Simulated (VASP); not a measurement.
A run of VASP 6.6.1:

Contents of INCAR:

```
SYSTEM = Si4O
PREC = Accurate
ENCUT = 520
EDIFF = 1E-6
ISMEAR = 0
SIGMA = 0.05
LREAL = .FALSE.
LASPH = .TRUE.
NELM = 150
ALGO = Normal
ISIF = 2
LWAVE = .FALSE.
LCHARG = .TRUE.
ISPIN = 2
MAGMOM = 0 0 0 0 2
LORBIT = 11
LDIPOL = .TRUE.
IDIPOL = 3
DIPOL = 0.5 0.5 0.327
GGA = PE
IVDW = 12
LELF = .TRUE.
LVHAR = .TRUE.
LVACPOTAV = .TRUE.
NBANDS = 23
```

File KPOINTS:

```
regular mesh
0
G
  7 7 1
  0 0 0
```

File POSCAR:

```
Si4O
1.0
    3.8333442603      0.0000000000      0.0000000000
    0.0000000000      3.8333442603      0.0000000000
    0.0000000000      0.0000000000     21.1034818054
Si O
4 1
Direct
    0.0000000000      0.5000000000      0.1895421825
    0.0000000000      0.0000000000      0.2537634268
    0.5000000000      0.0000000000      0.3207061911
    0.5000000000      0.5000000000      0.3839879068
    0.8750000000      0.5000000000      0.4882361072
```

Potentials or basis: VASP PAW PBE potentials, release 64 (Si, O).

Run with:

```console
$ cat potpaw_PBE.64/Si/POTCAR potpaw_PBE.64/O/POTCAR > POTCAR
$ mpirun -np 1 vasp_std > vasp.out
```

Hardware: 1 thread of Intel(R) Xeon(R) 6975P-C (Granite Rapids), with other jobs on the host.

Problem. How long does it take, and how much memory?

Solution. Run time: 5.9 min on 1 thread of Intel(R) Xeon(R) 6975P-C (Granite Rapids), with other jobs on the host, peak memory 0.59 GiB. Counts: scf iterations 37, k points 16.
